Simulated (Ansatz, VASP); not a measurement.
## SiO2: VASP beside Ansatz

```
Si O
1.0
     4.18541    0.00000    0.00000
     0.00000    4.18541    0.00000
     0.00000    0.00000    2.66874
Si O
2 4
Direct
  0.50000 0.50000 0.50000
  0.00000 0.00000 0.00000
  0.70656 0.68121 0.00000
  0.20656 0.81879 0.50000
  0.29344 0.31879 0.00000
  0.79344 0.18121 0.50000
```

Change from the starting cell: mode 4 (232.3 1/cm) frozen in, largest displacement +0.075 Å.

Alike in both runs: task single point; functional r2SCAN; k mesh 6 × 6 × 8; occupations gaussian, width 0.05 eV; no spin polarisation.

```csv
,VASP,Ansatz
version,VASP 6.6.1,Ansatz 0.2.0
potentials or method,"VASP PAW PBE potentials, release 64 (Si, O), cutoff 520 eV","scalar-relativistic, plane waves, PAW"
valence electrons in the cell,32,32
```

VASP gave:

- gap on the k mesh at the Fermi level (eV): 6.53
- least direct gap on the mesh (eV): 6.53
- pressure (GPa): -0.1
- traceless stress, the component that is largest in VASP (GPa): -4.05
- rms of the force components (eV/Å): 0.119

Q: Estimate Ansatz's values.

A: gap on the k mesh at the Fermi level (eV): 6.53; least direct gap on the mesh (eV): 6.53; pressure (GPa): -0.5; traceless stress, the component that is largest in VASP (GPa): -3.77; rms of the force components (eV/Å): 0.119.

VASP's potentials were made for PBE, not for r2SCAN. Atom by atom the forces differ by 0.010 eV/Å (rms over components).
